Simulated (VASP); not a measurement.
# Cr (P6_3/mmc) in VASP: single point with PBE

Aim: the single point of Cr with PBE.

All numbers are computed with VASP 6.6.1; they aren't measurements. Logs are shortened: lines on timing, memory, paths and dates and some standing lists are left out, and cuts for length are marked.

### 1 The cell of the first run

It takes space group P6_3/mmc (No. 194, hexagonal). The conventional cell has a = 1.978 Å, b = 1.978 Å, c = 3.168 Å, α = 90.00°, β = 90.00°, γ = 120.00°. Cr (site symmetry -6m2) has 12 Cr at 1.95 to 1.98 Å within 2.6 Å.

This isn't the form of Cr at room conditions, which is bcc.

### 2 Single point, PBE, collinear spin, ferromagnetic start (5.37 Å³/atom)

Contents of POSCAR:

```
Cr
1.0
    1.9777616959      0.0000000000      0.0000000000
   -0.9888808479      1.7127918713      0.0000000000
    0.0000000000      0.0000000000      3.1676090294
Cr
2
Direct
    0.3333333333      0.6666666667      0.2500000000
    0.6666666667      0.3333333333      0.7500000000
```

Contents of INCAR.step1:

```
SYSTEM = Cr
PREC = Accurate ; ENCUT = 520
EDIFF = 1E-6 ; ISMEAR = -1
SIGMA = 0.08 ; LREAL = .False.
LASPH = .True. ; NELM = 150
ALGO = Normal ; ISIF = 2
LWAVE = .False. ; LCHARG = .True.
ISPIN = 2 ; MAGMOM = 2 2
LMAXMIX = 4 ; GGA = PE
NBANDS = 23
```

Contents of KPOINTS.step1:

```
regular mesh
0
Gamma
  19 19 10
  0 0 0
```

Contents of INCAR.step2:

```
SYSTEM = Cr
PREC = Accurate ; ENCUT = 520
EDIFF = 1E-6 ; ISMEAR = -5
SIGMA = 0.08 ; LREAL = .False.
LASPH = .True. ; NELM = 150
ALGO = Normal ; ISIF = 2
LWAVE = .False. ; LCHARG = .False.
ISPIN = 2 ; MAGMOM = 2 2
LORBIT = 10 ; LMAXMIX = 4
GGA = PE ; NBANDS = 23
NEDOS = 2001 ; ICHARG = 11
```

Contents of KPOINTS.step2:

```
regular mesh
0
Gamma
  29 29 15
  0 0 0
```

Potentials or basis: VASP PAW PBE potentials, release 64 (Cr_pv).

The run is started by

```bash
> cat potpaw_PBE.64/Cr_pv/POTCAR > POTCAR
> cp INCAR.step1 INCAR
> cp KPOINTS.step1 KPOINTS
> mpirun -np 1 vasp_std > vasp.out
> cp INCAR.step2 INCAR
> cp KPOINTS.step2 KPOINTS
> mpirun -np 1 vasp_std > vasp.out
```

OUTCAR:

```text
SYSTEM = Cr
   PREC = Accurate
   ENCUT = 520
   EDIFF = 1E-6
   ISMEAR = -5
   LREAL = .False.
   LASPH = .True.
   NELM = 150
   ISIF = 2
   ISPIN = 2
   LORBIT = 10
   GGA = PE
   ICHARG = 11

 ion  position               nearest neighbor table
   1  0.333  0.667  0.250-   2 1.95   2 1.95   2 1.95   2 1.95   2 1.95   2 1.95   2 2.78   2 2.78
                             2 2.78   2 2.78   2 2.78   2 2.78
   2  0.667  0.333  0.750-   1 1.95   1 1.95   1 1.95   1 1.95   1 1.95   1 1.95   1 2.78   1 2.78
                             1 2.78   1 2.78   1 2.78   1 2.78

  LATTYP: Found a hexagonal cell.
 ALAT       =     1.9777616959
 C/A-ratio  =     1.6016130942

  Lattice vectors:

 A1 = (   1.9777616959,   0.0000000000,   0.0000000000)
 A2 = (  -0.9888808479,   1.7127918713,   0.0000000000)
 A3 = (   0.0000000000,   0.0000000000,   3.1676090294)

Analysis of symmetry for initial positions (statically):
=====================================================================
 Subroutine PRICEL returns:
 Original cell was already a primitive cell.

 Routine SETGRP: Setting up the symmetry group for a
 hexagonal supercell.

 Subroutine GETGRP returns: Found 24 space group operations
 (whereof 12 operations were pure point group operations)
 out of a pool of 24 trial point group operations.

The static configuration has the point symmetry D_3d.
 The point group associated with its full space group is D_6h.

Analysis of symmetry for dynamics (positions and initial velocities):
=====================================================================
 Subroutine PRICEL returns:
 Original cell was already a primitive cell.

 Routine SETGRP: Setting up the symmetry group for a
 hexagonal supercell.

 Subroutine GETGRP returns: Found 24 space group operations
 (whereof 12 operations were pure point group operations)
 out of a pool of 24 trial point group operations.

The dynamic configuration has the point symmetry D_3d.
 The point group associated with its full space group is D_6h.

Analysis of structural, dynamic, and magnetic symmetry:
=====================================================================
 Subroutine PRICEL returns:
 Original cell was already a primitive cell.

 Routine SETGRP: Setting up the symmetry group for a
 hexagonal supercell.

 Subroutine GETGRP returns: Found 24 space group operations
 (whereof 12 operations were pure point group operations)
 out of a pool of 24 trial point group operations.

The overall configuration has the point symmetry D_3d.
 The point group associated with its full space group is D_6h.

 Subroutine INISYM returns: Found 24 space group operations
 (whereof 12 operations are pure point group operations),
 and found     1 'primitive' translations

----------------------------------------------------------------------------------------

                                     Primitive cell

  volume of cell :      10.7303

  direct lattice vectors                    reciprocal lattice vectors
     1.977761696  0.000000000  0.000000000     0.505622089  0.291921049  0.000000000
    -0.988880848  1.712791871  0.000000000     0.000000000  0.583842098  0.000000000
     0.000000000  0.000000000  3.167609029     0.000000000  0.000000000  0.315695526

  length of vectors
     1.977761696  1.977761696  3.167609029     0.583842098  0.583842098  0.315695526

  position of ions in fractional coordinates (direct lattice)
     0.333333333  0.666666667  0.250000000
     0.666666667  0.333333333  0.750000000

  ion indices of the primitive-cell ions
   primitive index   ion index
                 1           1
                 2           2

----------------------------------------------------------------------------------------

 KPOINTS: regular mesh

Automatic generation of k-mesh.
 Grid dimensions read from file:
 generate k-points for:   29   29   15

 Generating k-lattice:

  Cartesian coordinates                     Fractional coordinates (reciprocal lattice)
     0.017435244  0.010066243  0.000000000     0.034482759 -0.000000000  0.000000000
     0.000000000  0.020132486  0.000000000     0.000000000  0.034482759  0.000000000
     0.000000000  0.000000000  0.021046368     0.000000000  0.000000000  0.066666667

  Length of vectors
     0.020132486  0.020132486  0.021046368

  Shift w.r.t. Gamma in fractional coordinates (k-lattice)
     0.000000000  0.000000000  0.000000000

 TETIRR: Found  12412 inequivalent tetrahedra from    75690

 Subroutine IBZKPT returns following result:
 ===========================================

 Found    680 irreducible k-points:

 Following reciprocal coordinates:
            Coordinates               Weight
  0.000000  0.000000  0.000000      1.000000
  0.034483  0.000000  0.000000      6.000000
  0.068966  0.000000  0.000000      6.000000
  0.103448  0.000000  0.000000      6.000000
  0.137931  0.000000  0.000000      6.000000
  0.172414  0.000000  0.000000      6.000000
[... 16 lines left out ...]
  0.275862  0.034483  0.000000     12.000000
  0.310345  0.034483  0.000000     12.000000
 [... further k-points ...]
   k-points           NKPTS =    680   k-points in BZ     NKDIM =    680   number of bands    NBANDS=     23
   number of dos      NEDOS =   2001   number of ions     NIONS =      2
   total plane-waves  NPLWV =   6144
   dimension x,y,z NGX =    16 NGY =   16 NGZ =   24
   dimension x,y,z NGXF=    32 NGYF=   32 NGZF=   48
   ions per type =               2
   NGX,Y,Z   is equivalent  to a cutoff of  13.45, 13.45, 12.60 a.u.
   NGXF,Y,Z  is equivalent  to a cutoff of  26.90, 26.90, 25.19 a.u.
 SYSTEM =  Cr
   PREC   = accura    normal or accurate (medium, high low for compatibility)
   ISTART =      0    job   : 0-new  1-cont  2-samecut
   ICHARG =     11    charge: 1-file 2-atom 10-const
   ISPIN  =      2    spin polarized calculation?
   LNONCOLLINEAR =      F non collinear calculations
   LSORBIT =      F    spin-orbit coupling
   LASPH  =      T    aspherical Exc in radial PAW
   ENCUT  =  520.0 eV  38.22 Ry    6.18 a.u.   3.68  3.68  5.89*2*pi/ulx,y,z
   NELM   =    150;   NELMIN=  2; NELMDL=  0     # of ELM steps
   EDIFF  = 0.1E-05   stopping-criterion for ELM
   LREAL  =      F    real-space projection
   EDIFFG = 0.1E-04   stopping-criterion for IOM
   NSW    =      0    number of steps for IOM
   IBRION =     -1    ionic relax: 0-MD 1-quasi-New 2-CG
   NFREE  =      0    steps in history (QN), initial steepest desc. (CG)
   ISIF   =      2    stress and relaxation
   ISYM   =      2    0-nonsym 1-usesym 2-fastsym
   POTIM  = 0.5000    time-step for ionic-motion
   TEBEG  =    0.0;   TEEND  =   0.0 temperature during run
   PSTRESS=    0.0 pullay stress
   NELECT =      24.0000    total number of electrons
   NUPDOWN=      -1.0000    fix difference up-down
   EMIN   =  10.00;   EMAX   =-10.00  energy-range for DOS
   EFERMI =   0.00;   METHOD = LEGACY
   ISMEAR =    -5;   SIGMA  =   0.08  broadening in eV -4-tet -1-fermi 0-gaus
   EFERMI_NEDOS =   21; number of points for ismear=-14 and -15
   IALGO  =     38    algorithm
   IMIX   =      4    mixing-type and parameters
     AMIX     =   0.40;   BMIX     =  1.00
     AMIX_MAG =   1.60;   BMIX_MAG =  1.00
  volume/ion in A,a.u.               =       5.37        36.21
  Fermi-wavevector in a.u.,A,eV,Ry     =   2.140960  4.045828 62.365152  4.583709
  Thomas-Fermi vector in A             =   3.120026
   LORBIT       =     10    0 simple, 1 ext, 2 COOP (PROOUT), +10 PAW based schemes
   GGA     = PE    functional components
   LHFCALC =     F    Hartree Fock is set to
   AEXX    =    0.0000 exact exchange contribution
   IVDW    =     0    specifies the selected vdW correction
   LEPSILON=     F    determine dielectric tensor
   LRPA    =     F    only Hartree local field effects (RPA)
 spin polarized calculation
 Fermi weights with tetrahedron method with Bloechl corrections
  energy-cutoff  :      520.00
  volume of cell :       10.73
 maximum number of plane-waves:       303
 NGX is ok and might be reduce to    16

 number of electron      24.0000016 magnetization      -0.0000091

 Free energy of the ion-electron system (eV)
  ---------------------------------------------------
  ext. energy  EPLUGINS =         0.00000000
  ---------------------------------------------------
  free energy    TOTEN  =         0.72040223 eV

  energy without entropy =        0.72040223  energy(sigma->0) =        0.72040223

 E-fermi :  26.1023     XC(G=0): -18.7199

 val. band max:       26.1812089006   @ k =   0.2759   0.0345   0.4667
 cond. band min:      25.8861442604   @ k =   0.3448   0.0000   0.0000
 fundamental gap:     -0.2950646401
 Fermi energy:        26.1022914007

 spin component 1

 k-point     1 :       0.0000    0.0000    0.0000
  band No.  band energies     occupation
      1     -22.1247      1.00000
      2     -15.2366      1.00000
      3     -15.2366      1.00000
      4     -14.2669      1.00000
      5     -14.2669      1.00000
      6     -14.0635      1.00000
[... 15 lines left out ...]
     22      50.8855      0.00000
     23      54.1287      0.00000
[... 575 lines left out ...]
      1     -19.9477      1.00000
      2     -19.8102      1.00000
      3     -18.4586      1.00000
      4     -16.5732      1.00000
      5     -15.1838      1.00000
      6     -14.8770      1.00000
[... 15 lines left out ...]
     22      51.4852      0.00000
     23      52.3928      0.00000

 [... further k-points ...]

 spin component 2

 k-point     1 :       0.0000    0.0000    0.0000
  band No.  band energies     occupation
      1     -22.1247      1.00000
      2     -15.2366      1.00000
      3     -15.2366      1.00000
      4     -14.2669      1.00000
      5     -14.2669      1.00000
      6     -14.0635      1.00000
[... 15 lines left out ...]
     22      50.8855      0.00000
     23      54.1287      0.00000
[... 575 lines left out ...]
      1     -19.9477      1.00000
      2     -19.8102      1.00000
      3     -18.4586      1.00000
      4     -16.5732      1.00000
      5     -15.1838      1.00000
      6     -14.8770      1.00000
[... 15 lines left out ...]
     22      51.4852      0.00000
     23      52.3928      0.00000

 [... further k-points ...]

------------------------ aborting loop because EDIFF is reached ----------------------------------------

  FORCE on cell =-STRESS in cart. coord.  units (eV):
  Direction    XX          YY          ZZ          XY          YZ          ZX
  --------------------------------------------------------------------------------------
  -------------------------------------------------------------------------------------
  Total       60.3054131     60.3054131     60.2282556      0.0000000     -0.0000000      0.0000000
  in kB     9004.4409042   9004.4409044   8992.9202105      0.0000003     -0.0000000      0.0000000
  external PRESSURE =    9000.6006730 kB  Pullay stress =       0.0000000 kB

 VOLUME and BASIS-vectors are now :
 -----------------------------------------------------------------------------
  energy-cutoff  :      520.00
  volume of cell :       10.73
      direct lattice vectors                 reciprocal lattice vectors
     1.977761696  0.000000000  0.000000000     0.505622089  0.291921049  0.000000000
    -0.988880848  1.712791871  0.000000000     0.000000000  0.583842098  0.000000000
     0.000000000  0.000000000  3.167609029     0.000000000  0.000000000  0.315695526

 POSITION                                       TOTAL-FORCE (eV/Angst)
 -----------------------------------------------------------------------------------
     -0.00000      1.14186      0.79190         0.000000     -0.000000      0.000000
      0.98888      0.57093      2.37571        -0.000000      0.000000      0.000000
 -----------------------------------------------------------------------------------
    total drift:                               -0.000000      0.000000     -0.000000

  FREE ENERGIE OF THE ION-ELECTRON SYSTEM (eV)
  ---------------------------------------------------
  free  energy   TOTEN  =         0.7204022281 eV

  energy  without entropy=        0.7204022281  energy(sigma->0) =        0.72040223

 total charge

# of ion       s       p       d       tot
------------------------------------------
    1        0.730   6.923   6.368  14.021
    2        0.730   6.923   6.368  14.021
--------------------------------------------------
tot          1.461  13.845  12.736  28.042

 magnetization (x)

# of ion       s       p       d       tot
------------------------------------------
    1       -0.000  -0.000  -0.000  -0.000
    2       -0.000  -0.000  -0.000  -0.000
--------------------------------------------------
tot         -0.000  -0.000  -0.000  -0.000
```

It took 5.3 min on 1 thread of Intel Xeon 8259CL, shared host; peak memory 0.41 GiB.

What came out:

```
Net moment : 0.00 μB per cell
```

Levels at points of the mesh, in eV from the Fermi level:
Spin up:
```
           k point  band 8  band 9  band 10  band 11  band 12  band 13  band 14  band 15  band 16  band 17
(0.00, 0.00, 0.00)   -6.93   -2.58    -2.58    -2.25    -0.93    -0.93     0.45     0.45     5.21     5.21
```
Spin down:
```
           k point  band 10  band 11  band 12  band 13  band 14  band 15
(0.00, 0.00, 0.00)    -2.58    -2.25    -0.93    -0.93     0.45     0.45
```

Caveat: tetrahedron occupations give inexact forces and stress in metals.
